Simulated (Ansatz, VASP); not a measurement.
# Two plane-wave programs on AgCl

File INCAR:

```
PREC     = Accurate       # precision mode
ENCUT    = 520            # plane-wave cutoff, eV
EDIFF    = 1E-7           # SCF threshold, eV
ISMEAR   = 0              # smearing method
SIGMA    = 0.1            # smearing width, eV
LREAL    = False          # projectors in reciprocal space
LASPH    = True           # aspherical terms in the spheres
NELM     = 100            # most SCF steps
ALGO     = Normal         # electronic algorithm
ISIF     = 2              # what is computed and relaxed
LWAVE    = False          # write WAVECAR
LCHARG   = False          # write CHGCAR
GGA      = PE             # functional
NBANDS   = 16             # bands
```

KPOINTS

```
Automatic mesh
0
Gamma
  4 4 4
```

Contents of POSCAR:

```
AgCl
1.0
    3.4339730000      0.0000000000      0.0000000000
    0.0000000000      3.4339730000      0.0000000000
    0.0000000000      0.0000000000      3.4339730000
Ag Cl
1 1
Direct
    0.0000000000      0.0000000000      0.0000000000
    0.5000000000      0.5000000000      0.5000000000
```

Input for Ansatz:

```yaml
crystal:
  lattice:
    - [3.433973, 0.0, 0.0]
    - [0.0, 3.433973, 0.0]
    - [0.0, 0.0, 3.433973]
  atoms:
    - { symbol: Ag, position: [0.0, 0.0, 0.0] }
    - { symbol: Cl, position: [0.5, 0.5, 0.5] }
basis:
  ecutwfc: 420
kpoints:
  mp_grid: { grid: [4, 4, 4] }
hamiltonian:
  xc: pbe
scf:
  occupations: { method: gaussian, width: 0.1 }
output:
  forces: true
  stress: true
  eigenvalues: true
```

Alike in both runs: task single point; functional PBE; k mesh 4 × 4 × 4; occupations gaussian, width 0.1 eV; no spin polarisation.

|  | VASP | Ansatz |
| --- | --- | --- |
| version | VASP 6.6.1 | Ansatz 0.2.0 |
| potentials or method | VASP PAW PBE potentials, release 64 (Ag, Cl), cutoff 520 eV | scalar-relativistic, plane waves, PAW |
| valence electrons in the cell | 18 | 26 |

```tsv
	VASP	Ansatz	Ansatz less VASP
gap on the k mesh at the Fermi level (eV)	0.56	0.56	0.000
least direct gap on the mesh (eV)	2.05	2.05	0.000
pressure (GPa)	0.0	0.1	+0.13
```

The functional is the same, so the differences come from potentials, cutoffs and numerics. VASP's potentials hold 18 valence electrons a cell and Ansatz's 26, so a difference there can come from the potentials and not from the codes.

The k mesh is coarse, so the values compare programs but aren't converged.
